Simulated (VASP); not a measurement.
Se: relaxation of cell and atoms with r2SCAN

Se:

```
Se
1.0
     2.85000    0.00000    0.00000
     0.00000    2.85000    0.00000
     0.00000    0.00000    2.85000
Se
1
Direct
  0.00000 0.00000 0.00000
```

This isn't the form of Se at room conditions, which is trigonal, of chains.

```
Program                : VASP 6.6.1
Task                   : relaxation of cell and atoms
Functional             : r2SCAN
Potentials or basis    : VASP PAW PBE potentials, release 64 (Se)
Cutoff                 : 600 eV
k mesh                 : 8 × 8 × 8
Occupations            : fermi-dirac, width 0.02 eV
Spin                   : no spin polarisation
Dipole correction      : no
Further INCAR settings : ALGO = Normal; EDIFF = 1e-06; IBRION = 2; EDIFFG = -0.02; NSW = 80; ISIF = 3
```

```
Relaxed volume                        : 22.43 Å³/atom
Relaxed cell                          : a = 2.820 Å, b = 2.820 Å, c = 2.820 Å, α = 90.00°, β = 90.00°, γ = 90.00°
Space group after relaxing (to 0.1 Å) : Pm-3m (No. 221)
Energy gained by relaxing             : 5.3 meV/atom
Ionic steps                           : 3
Pressure after relaxing               : 0.0 GPa
Band gap on the k mesh                : zero (bands 3 and 4 overlap by 6.56 eV)
```

Step by step:
| step | energy change (eV) | largest force (eV/Å) | pressure (GPa) | volume (Å³) |
| --- | --- | --- | --- | --- |
| 1 | 0.0000 | 0.0000 | -2.29 | 23.15 |
| 2 | -0.0037 | 0.0000 | 1.40 | 22.06 |
| 3 | -0.0053 | 0.0000 | 0.01 | 22.43 |

Final structure:
```xyz
1
Lattice="2.8203 0.0000 0.0000 0.0000 2.8203 0.0000 0.0000 0.0000 2.8203" Properties=species:S:1:pos:R:3 pbc="T T T"
Se    0.0000    0.0000    0.0000
```

Levels at points of the mesh, in eV from the Fermi level:
```
           k point  band 1  band 2  band 3  band 4  band 5  band 6
(0.00, 0.00, 0.00)  -16.97    1.32    1.32    1.32    8.05    8.05
(0.50, 0.00, 0.00)  -14.77   -7.45    2.82    2.82   10.23   12.39
(0.50, 0.50, 0.00)  -12.55   -5.49   -5.49    3.15    4.20   14.02
(0.50, 0.50, 0.50)  -10.24   -3.74   -3.74   -3.74    6.17    6.17
```

Run time: 19 s on 1 thread of Intel(R) Xeon(R) 6975P-C (Granite Rapids) (shared host), peak memory 0.14 GiB.

Caveat: the PAW data sets were made with another functional, which shifts forces and pressure a little.
